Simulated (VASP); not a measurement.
# Hg in VASP: a series of runs

The runs below take Hg through single point, with PBE.

Everything below comes from runs of VASP 6.6.1. Logs are shortened: lines on timing, memory, paths and dates and some standing lists are left out, and cuts for length are marked.

**1. The cell of the first run**

Symmetry: P2_1/m, No. 11, monoclinic system. Conventional cell: a = 3.390 Å, b = 5.462 Å, c = 3.446 Å, α = 90.00°, β = 119.34°, γ = 90.00°. Within 4.3 Å of Hg (site symmetry m) lie 12 Hg at 3.29 to 3.45 Å.

**2. Single point, PBE**

Input file INCAR:

```
ALGO = Normal ; EDIFF = 1E-7
ENCUT = 520 ; GGA = PE
ISIF = 2 ; ISMEAR = -1
LASPH = True ; LCHARG = False
LREAL = False ; LWAVE = False
NBANDS = 19 ; NELM = 100
PREC = Accurate ; SIGMA = 0.05
```

Input file KPOINTS:

```
k-points
0
Gamma
  9 5 9
```

Input file POSCAR:

```
Hg
1.0
    3.3903942626      0.0000000000      0.0000000000
    0.0000000000      5.4622191344      0.0000000000
   -1.6884460305      0.0000000000      3.0038289045
Hg
2
Direct
    0.3484403100      0.7500000000      0.1957718400
    0.6515596900      0.2500000000      0.8042281600
```

Potentials or basis: VASP PAW PBE potentials, release 64 (Hg).

Command:

```
$ cat potpaw_PBE.64/Hg/POTCAR > POTCAR
$ mpirun -np 1 vasp_std > vasp.out
```

OUTCAR:

```text
EDIFF = 1E-7
   ENCUT = 520
   GGA = PE
   ISIF = 2
   ISMEAR = -1
   LASPH = True
   LREAL = False
   NELM = 100
   PREC = Accurate

 ion  position               nearest neighbor table
   1  0.348  0.750  0.196-   2 3.29   2 3.29   2 3.42   2 3.42   2 3.43   2 3.43
   2  0.652  0.250  0.804-   1 3.29   1 3.29   1 3.42   1 3.42   1 3.43   1 3.43

  LATTYP: Found a simple monoclinic cell.
 ALAT       =     3.3903942626
 B/A-ratio  =     1.6110867089
 C/A-ratio  =     1.0163548333
 COS(beta)  =    -0.4899949704

  Lattice vectors:

 A1 = (   3.3903942626,   0.0000000000,   0.0000000000)
 A2 = (   0.0000000000,   5.4622191344,   0.0000000000)
 A3 = (  -1.6884460305,   0.0000000000,   3.0038289045)

Analysis of symmetry for initial positions (statically):
=====================================================================
 Subroutine PRICEL returns:
 Original cell was already a primitive cell.

 Routine SETGRP: Setting up the symmetry group for a
 simple monoclinic supercell.

 Subroutine GETGRP returns: Found  4 space group operations
 (whereof  2 operations were pure point group operations)
 out of a pool of  4 trial point group operations.

The static configuration has the point symmetry S_2 .
 The point group associated with its full space group is C_2h.

Analysis of symmetry for dynamics (positions and initial velocities):
=====================================================================
 Subroutine PRICEL returns:
 Original cell was already a primitive cell.

 Routine SETGRP: Setting up the symmetry group for a
 simple monoclinic supercell.

 Subroutine GETGRP returns: Found  4 space group operations
 (whereof  2 operations were pure point group operations)
 out of a pool of  4 trial point group operations.

The dynamic configuration has the point symmetry S_2 .
 The point group associated with its full space group is C_2h.

 Subroutine INISYM returns: Found  4 space group operations
 (whereof  2 operations are pure point group operations),
 and found     1 'primitive' translations

----------------------------------------------------------------------------------------

                                     Primitive cell

  volume of cell :      55.6281

  direct lattice vectors                    reciprocal lattice vectors
     3.390394263  0.000000000  0.000000000     0.294950947  0.000000000  0.165791319
     0.000000000  5.462219134  0.000000000     0.000000000  0.183075775  0.000000000
    -1.688446030  0.000000000  3.003828905     0.000000000  0.000000000  0.332908442

  length of vectors
     3.390394263  5.462219134  3.445843596     0.338353104  0.183075775  0.332908442

  position of ions in fractional coordinates (direct lattice)
     0.348440310  0.750000000  0.195771840
     0.651559690  0.250000000  0.804228160

  ion indices of the primitive-cell ions
   primitive index   ion index
                 1           1
                 2           2

----------------------------------------------------------------------------------------

 KPOINTS: k-points

Automatic generation of k-mesh.
 Grid dimensions read from file:
 generate k-points for:    9    5    9

 Generating k-lattice:

  Cartesian coordinates                     Fractional coordinates (reciprocal lattice)
     0.032772327  0.000000000  0.018421258     0.111111111  0.000000000  0.000000000
     0.000000000  0.036615155  0.000000000     0.000000000  0.200000000  0.000000000
     0.000000000  0.000000000  0.036989827     0.000000000  0.000000000  0.111111111

  Length of vectors
     0.037594789  0.036615155  0.036989827

  Shift w.r.t. Gamma in fractional coordinates (k-lattice)
     0.000000000  0.000000000  0.000000000

 Subroutine IBZKPT returns following result:
 ===========================================

 Found    123 irreducible k-points:

 Following reciprocal coordinates:
            Coordinates               Weight
  0.000000  0.000000  0.000000      1.000000
  0.111111  0.000000  0.000000      2.000000
  0.222222  0.000000 -0.000000      2.000000
  0.333333  0.000000  0.000000      2.000000
  0.444444  0.000000 -0.000000      2.000000
  0.000000  0.200000  0.000000      2.000000
[... 16 lines left out ...]
 -0.222222  0.000000  0.111111      2.000000
 -0.111111  0.000000  0.111111      2.000000
 [... further k-points ...]
   k-points           NKPTS =    123   k-points in BZ     NKDIM =    123   number of bands    NBANDS=     19
   number of dos      NEDOS =    301   number of ions     NIONS =      2
   total plane-waves  NPLWV =  32928
   dimension x,y,z NGX =    28 NGY =   42 NGZ =   28
   dimension x,y,z NGXF=    56 NGYF=   84 NGZF=   56
   ions per type =               2
   NGX,Y,Z   is equivalent  to a cutoff of  13.73, 12.78, 13.51 a.u.
   NGXF,Y,Z  is equivalent  to a cutoff of  27.46, 25.57, 27.02 a.u.
 SYSTEM =  unknown system
   PREC   = accura    normal or accurate (medium, high low for compatibility)
   ISTART =      0    job   : 0-new  1-cont  2-samecut
   ICHARG =      2    charge: 1-file 2-atom 10-const
   ISPIN  =      1    spin polarized calculation?
   LNONCOLLINEAR =      F non collinear calculations
   LSORBIT =      F    spin-orbit coupling
   LASPH  =      T    aspherical Exc in radial PAW
   ENCUT  =  520.0 eV  38.22 Ry    6.18 a.u.   6.30 10.16  6.41*2*pi/ulx,y,z
   NELM   =    100;   NELMIN=  2; NELMDL= -5     # of ELM steps
   EDIFF  = 0.1E-06   stopping-criterion for ELM
   LREAL  =      F    real-space projection
   EDIFFG = 0.1E-05   stopping-criterion for IOM
   NSW    =      0    number of steps for IOM
   IBRION =     -1    ionic relax: 0-MD 1-quasi-New 2-CG
   NFREE  =      0    steps in history (QN), initial steepest desc. (CG)
   ISIF   =      2    stress and relaxation
   ISYM   =      2    0-nonsym 1-usesym 2-fastsym
   POTIM  = 0.5000    time-step for ionic-motion
   TEBEG  =    0.0;   TEEND  =   0.0 temperature during run
   PSTRESS=    0.0 pullay stress
   NELECT =      24.0000    total number of electrons
   NUPDOWN=      -1.0000    fix difference up-down
   EMIN   =  10.00;   EMAX   =-10.00  energy-range for DOS
   EFERMI =   0.00;   METHOD = LEGACY
   ISMEAR =    -1;   SIGMA  =   0.05  broadening in eV -4-tet -1-fermi 0-gaus
   EFERMI_NEDOS =   21; number of points for ismear=-14 and -15
   IALGO  =     38    algorithm
   IMIX   =      4    mixing-type and parameters
     AMIX     =   0.40;   BMIX     =  1.00
     AMIX_MAG =   1.60;   BMIX_MAG =  1.00
  volume/ion in A,a.u.               =      27.81       187.70
  Fermi-wavevector in a.u.,A,eV,Ry     =   1.237030  2.337649 20.820240  1.530244
  Thomas-Fermi vector in A             =   2.371615
   LORBIT       =      0    0 simple, 1 ext, 2 COOP (PROOUT), +10 PAW based schemes
   GGA     = PE    functional components
   LHFCALC =     F    Hartree Fock is set to
   AEXX    =    0.0000 exact exchange contribution
   IVDW    =     0    specifies the selected vdW correction
   LEPSILON=     F    determine dielectric tensor
   LRPA    =     F    only Hartree local field effects (RPA)
 non-spin polarized calculation
  energy-cutoff  :      520.00
  volume of cell :       55.63
 maximum number of plane-waves:      1516
 NGX is ok and might be reduce to    28
   NGX = 13   NGY = 21   NGZ = 13

 number of electron      23.9999997 magnetization

 Free energy of the ion-electron system (eV)
  ---------------------------------------------------
  ext. energy  EPLUGINS =         0.00000000
  ---------------------------------------------------
  free energy    TOTEN  =        -0.34241031 eV

  energy without entropy =       -0.33964045  energy(sigma->0) =       -0.34102538

 E-fermi :   1.1955     XC(G=0):  -9.9607

 val. band max:        1.1300449635   @ k =   0.0000   0.0000   0.1111
 cond. band min:       1.2092974537   @ k =  -0.4444   0.0000   0.1111
 fundamental gap:      0.0792524902
 Fermi energy:         1.1954599368

 k-point     1 :       0.0000    0.0000    0.0000
  band No.  band energies     occupation
      1      -6.2429      2.00000
      2      -5.6033      2.00000
      3      -4.9842      2.00000
      4      -4.9756      2.00000
      5      -4.8553      2.00000
      6      -4.8139      2.00000
[... 11 lines left out ...]
     18      14.7949      0.00000
     19      15.2292      0.00000

 k-point     2 :       0.1111    0.0000    0.0000
  band No.  band energies     occupation
      1      -6.0142      2.00000
      2      -5.5084      2.00000
      3      -5.0071      2.00000
      4      -4.8705      2.00000
      5      -4.8498      2.00000
      6      -4.8339      2.00000
[... 11 lines left out ...]
     18      15.3994      0.00000
     19      15.4880      0.00000

 k-point     3 :       0.2222    0.0000   -0.0000
  band No.  band energies     occupation
      1      -5.5328      2.00000
      2      -5.3921      2.00000
      3      -4.9743      2.00000
      4      -4.9241      2.00000
      5      -4.8547      2.00000
      6      -4.7930      2.00000
[... 11 lines left out ...]
     18      13.2328      0.00000
     19      14.7244      0.00000

 k-point     4 :       0.3333    0.0000    0.0000
  band No.  band energies     occupation
      1      -5.4705      2.00000
      2      -5.4007      2.00000
      3      -5.2083      2.00000
      4      -4.9676      2.00000
      5      -4.7713      2.00000
      6      -4.6078      2.00000
[... 407 lines left out ...]
     18      12.3660      0.00000
     19      13.6398      0.00000

 k-point    23 :      -0.2222    0.0000    0.1111
  band No.  band energies     occupation
      1      -5.6285      2.00000
      2      -5.3728      2.00000
      3      -5.0228      2.00000
      4      -4.9497      2.00000
      5      -4.8526      2.00000
      6      -4.7602      2.00000
[... 11 lines left out ...]
     18      14.1675      0.00000
     19      14.3895      0.00000

 k-point    24 :      -0.1111    0.0000    0.1111
  band No.  band energies     occupation
      1      -6.0125      2.00000
      2      -5.5068      2.00000
      3      -5.0041      2.00000
      4      -4.8728      2.00000
      5      -4.8507      2.00000
      6      -4.8307      2.00000
[... 11 lines left out ...]
     18      15.3564      0.00000
     19      15.5002      0.00000

 [... further k-points ...]

------------------------ aborting loop because EDIFF is reached ----------------------------------------

  FORCE on cell =-STRESS in cart. coord.  units (eV):
  Direction    XX          YY          ZZ          XY          YZ          ZX
  --------------------------------------------------------------------------------------
  -------------------------------------------------------------------------------------
  Total        0.3249833      0.5439396      0.4239437      0.0000000      0.0000000     -0.0024820
  in kB        9.3600261     15.6663121     12.2102429      0.0000000      0.0000000     -0.0714841
  external PRESSURE =      12.4121937 kB  Pullay stress =       0.0000000 kB

 VOLUME and BASIS-vectors are now :
 -----------------------------------------------------------------------------
  energy-cutoff  :      520.00
  volume of cell :       55.63
      direct lattice vectors                 reciprocal lattice vectors
     3.390394263  0.000000000  0.000000000     0.294950947  0.000000000  0.165791319
     0.000000000  5.462219134  0.000000000     0.000000000  0.183075775  0.000000000
    -1.688446030  0.000000000  3.003828905     0.000000000  0.000000000  0.332908442

 POSITION                                       TOTAL-FORCE (eV/Angst)
 -----------------------------------------------------------------------------------
      0.85080      4.09666      0.58807        -0.001672      0.000000     -0.007383
      0.85115      1.36555      2.41576         0.001672     -0.000000      0.007383
 -----------------------------------------------------------------------------------
    total drift:                               -0.000000     -0.000000      0.000000

  FREE ENERGIE OF THE ION-ELECTRON SYSTEM (eV)
  ---------------------------------------------------
  free  energy   TOTEN  =        -0.3424103071 eV

  energy  without entropy=       -0.3396404546  energy(sigma->0) =       -0.34102538
```

Run time: 58 s. Hardware: 1 thread of Intel Xeon 6975P-C (Granite Rapids), shared host; peak memory 0.24 GiB.

What came out:

* Free energy: -0.3424 eV
* Pressure: 1.2 GPa
* Largest force: 0.008 eV/Å
* Band gap on the k mesh: zero (band 12 reaches 1.39 eV, above the bottom of band 13 at 0.74 eV)

Forces in eV/Å, atoms in the order of the input:
```
Hg  -0.002  0.000 -0.007
Hg   0.002  0.000  0.007
```

Caveat: spin-orbit coupling is left out, which moves the levels of the heavy elements.

**3. Single point, PBE**

This run uses another cell than the first one, of 28.38 Å³/atom, 1.020 times its volume.

Input file INCAR:

```
PREC     = Accurate       # precision mode
ENCUT    = 520            # plane-wave cutoff, eV
EDIFF    = 1E-6           # SCF threshold, eV
ISMEAR   = -1             # smearing method
SIGMA    = 0.05           # smearing width, eV
LREAL    = False          # projectors in reciprocal space
LASPH    = True           # aspherical terms in the spheres
NELM     = 100            # most SCF steps
ALGO     = Fast           # electronic algorithm
ISIF     = 2              # what is computed and relaxed
LWAVE    = False          # write WAVECAR
LCHARG   = False          # write CHGCAR
GGA      = PE             # functional
NBANDS   = 19             # bands
```

Input file KPOINTS:

```
regular mesh
0
Gamma
  9 5 9
```

Input file POSCAR:

```
Hg
1.0
    3.4133030269      0.0000000000      0.0000000000
    0.0000000000      5.4991271400      0.0000000000
   -1.6998547957      0.0000000000      3.0241256614
Hg
2
Direct
    0.3484403100      0.7500000000      0.1957718400
    0.6515596900      0.2500000000      0.8042281600
```

Potentials or basis: VASP PAW PBE potentials, release 64 (Hg).

Command:

```
$ cat potpaw_PBE.64/Hg/POTCAR > POTCAR
$ mpirun -np 1 vasp_std > vasp.out
```

It took 56 s on 1 thread of Intel Xeon 6975P-C (Granite Rapids), shared host; peak memory 0.25 GiB.

Results (log left out):

```yaml
Free_energy: -0.3510 eV
Pressure: 1.0 GPa
Largest_force: 0.010 eV/Å
Band_gap_on_the_k_mesh: zero (band 12 reaches 1.20 eV, above the bottom of band 13 at 0.68 eV)
```

Forces in eV/Å, atoms in the order of the input:
```
Hg  -0.001  0.000 -0.010
Hg   0.001  0.000  0.010
```

Stress tensor (GPa, compression positive):
```
 0.82  0.00 -0.01
 0.00  1.22  0.00
-0.01  0.00  1.03
```

Levels at points of the mesh, in eV from the Fermi level:
| k point | band 9 | band 10 | band 11 | band 12 | band 13 | band 14 | band 15 | band 16 |
| --- | --- | --- | --- | --- | --- | --- | --- | --- |
| (0.00, 0.00, 0.00) | -5.77 | -5.44 | -5.29 | -1.33 | -0.38 | 10.57 | 11.59 | 12.93 |

Caveat: spin-orbit coupling is left out, which moves the levels of the heavy elements.

**4. Single point, PBE (atoms moved at random)**

INCAR, as its differences from that of step 3:

```diff
@@ -2,3 +2,3 @@
 ENCUT    = 520            # plane-wave cutoff, eV
-EDIFF    = 1E-6           # SCF threshold, eV
+EDIFF    = 1E-7           # SCF threshold, eV
 ISMEAR   = -1             # smearing method
@@ -7,3 +7,3 @@
 LASPH    = True           # aspherical terms in the spheres
-NELM     = 100            # most SCF steps
+NELM     = 60             # most SCF steps
 ALGO     = Fast           # electronic algorithm
```

Input file KPOINTS:

```
Automatic mesh
0
Gamma
  9 5 9
```

Input file POSCAR:

```
Hg
1.0
    3.4133030269      0.0000000000      0.0000000000
    0.0000000000      5.4991271400      0.0000000000
   -1.6998547957      0.0000000000      3.0241256614
Hg
2
Direct
    0.3405220000      0.7492390000      0.2034510000
    0.6298370000      0.2447830000      0.7957020000
```

Command:

```
$ cat potpaw_PBE.64/Hg/POTCAR > POTCAR
$ mpirun -np 1 vasp_std > vasp.out
```

It took 1.7 min on 1 thread of Intel Xeon 6975P-C (Granite Rapids), shared host; peak memory 0.31 GiB.

Results (log left out):

| Quantity | Value |
| --- | --- |
| Free energy | -0.3498 eV |
| Pressure | 1.0 GPa |
| Largest force | 0.042 eV/Å |
| Band gap on the k mesh | zero (band 12 reaches 1.24 eV, above the bottom of band 13 at 0.68 eV) |

Forces on the atoms (eV/Å):
```
Hg  -0.002 -0.038 -0.018
Hg   0.002  0.038  0.018
```

Stress tensor (GPa, compression positive):
```
 0.72  0.00 -0.04
 0.00  1.24  0.04
-0.04  0.04  1.03
```

Levels at points of the mesh, in eV from the Fermi level:
| k point | band 9 | band 10 | band 11 | band 12 | band 13 | band 14 | band 15 | band 16 |
| --- | --- | --- | --- | --- | --- | --- | --- | --- |
| (0.00, 0.00, 0.00) | -5.75 | -5.48 | -5.29 | -1.34 | -0.39 | 10.49 | 11.67 | 12.86 |

Caveat: the cell differs from its parent crystal (atoms moved at random); spin-orbit coupling is left out, which moves the levels of the heavy elements.
